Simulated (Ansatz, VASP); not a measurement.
**Two plane-wave programs on Ru**

File INCAR:

```
PREC = Accurate
ENCUT = 600
EDIFF = 1E-7
ISMEAR = -1
SIGMA = 0.1
LREAL = False
LASPH = True
NELM = 80
ALGO = Normal
ISIF = 3
LWAVE = False
LCHARG = False
GGA = RP
IBRION = 2
NSW = 80
EDIFFG = -0.01
```

The input KPOINTS:

```
Automatic mesh
0
Gamma
  13 13 8
```

File POSCAR:

```
Ru
1.0
    2.7038898633      0.0000000000      0.0000000000
   -1.3519449316      2.3416373106      0.0000000000
    0.0000000000      0.0000000000      4.2816800000
Ru
2
Direct
    0.3333333333      0.6666666667      0.2500000000
    0.6666666667      0.3333333333      0.7500000000
```

Input for Ansatz:

```yaml
crystal:
  lattice:
    - [2.7038898633, 0.0, 0.0]
    - [-1.3519449316, 2.3416373106, 0.0]
    - [0.0, 0.0, 4.28168]
  atoms:
    - { symbol: Ru, position: [0.3333333333, 0.6666666667, 0.25] }
    - { symbol: Ru, position: [0.6666666667, 0.3333333333, 0.75] }
hamiltonian:
  xc: rpbe
  pseudopotentials:
    kind: paw
    azcp:
      Ru: "pseudopotentials/Ru.paw.azcp"
basis:
  ecutwfc: 420
  fft_grid_basis: typed
kpoints:
  mp_grid: { grid: [13, 13, 8], shift: [0, 0, 0] }
magnetization:
  spin_polarized: false
scf:
  occupations: { method: fermi_dirac, width: 0.1 }
relax:
  max_steps: 60
  f_tol: 0.01
  cell: {}
```

Alike in both runs: task relaxation of cell and atoms; functional RPBE; k mesh 13 × 13 × 8; occupations fermi-dirac, width 0.1 eV; no spin polarisation.

|  | VASP | Ansatz |
| --- | --- | --- |
| version | VASP 6.6.1 | Ansatz 0.2.0 |
| potentials or method | VASP PAW PBE potentials, release 64 (Ru_pv), cutoff 600 eV | plane waves (420 eV) with PAW, scalar-relativistic |
| valence electrons in the cell | 28 | 32 |

```tsv
	VASP	Ansatz	Ansatz less VASP
relaxed volume (Å³/atom)	13.97	13.98	+0.006
relaxed cell length with the largest relative difference (Å)	2.736	2.737	+0.0005
```

VASP's potentials were made for PBE, not for RPBE. VASP's potentials hold 28 valence electrons a cell and Ansatz's 32, so a difference there can come from the potentials and not from the codes.
